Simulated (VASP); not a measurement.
The system is Ni.

```
Ni
1.0
     3.95407    0.00000    0.00000
    -1.97704    3.42433    0.00000
     0.00000    0.00000    2.42385
Ni
3
Cartesian
  0.0000 0.0000 0.0000
  0.0000 2.2829 1.2119
  1.9770 1.1414 1.2119
```

| Quantity | Value |
| --- | --- |
| Program | VASP 6.6.1 |
| Task | relaxation of cell and atoms |
| Functional | revPBE |
| Potentials or basis | VASP PAW PBE potentials, release 64 (Ni) |
| Cutoff | 600 eV |
| k mesh | 9 × 9 × 13 |
| Occupations | fermi-dirac, width 0.1 eV |
| Spin | no spin polarisation |

At the start: pressure 6.3 GPa; volume 10.94 Å³/atom.

Task: How do energy, volume and symmetry change on relaxing?

Result: Over 8 steps the energy falls by 9.5 meV/atom and the volume is 11.30 Å³/atom (+3.3 %); space group P6/mmm (No. 191, to 0.05 Å).

Step by step:
| step | energy change (eV) | largest force (eV/Å) | pressure (GPa) | volume (Å³) |
| --- | --- | --- | --- | --- |
| 1 | 0.0000 | 0.0000 | 6.28 | 32.82 |
| 2 | -0.0136 | 0.0000 | -4.71 | 34.89 |
| 3 | -0.0274 | 0.0000 | -0.37 | 34.00 |
| 4 | -0.0274 | 0.0000 | -0.57 | 34.03 |
| 5 | -0.0286 | 0.0000 | -0.15 | 33.93 |
| 6 | -0.0286 | 0.0000 | -0.21 | 33.93 |
| 7 | -0.0286 | 0.0000 | 0.14 | 33.87 |
| 8 | -0.0286 | 0.0000 | 0.03 | 33.90 |

Final structure:
```xyz
3
Lattice="4.0225 0.0000 0.0000 -2.0113 3.4836 0.0000 0.0000 0.0000 2.4195" Properties=species:S:1:pos:R:3 pbc="T T T"
Ni    0.0000    0.0000    0.0000
Ni    0.0000    2.3224    1.2097
Ni    2.0113    1.1612    1.2097
```

Caveat: the PAW data sets were made with another functional, which shifts forces and pressure a little; the run has no spin polarisation, though such a crystal can be magnetic.
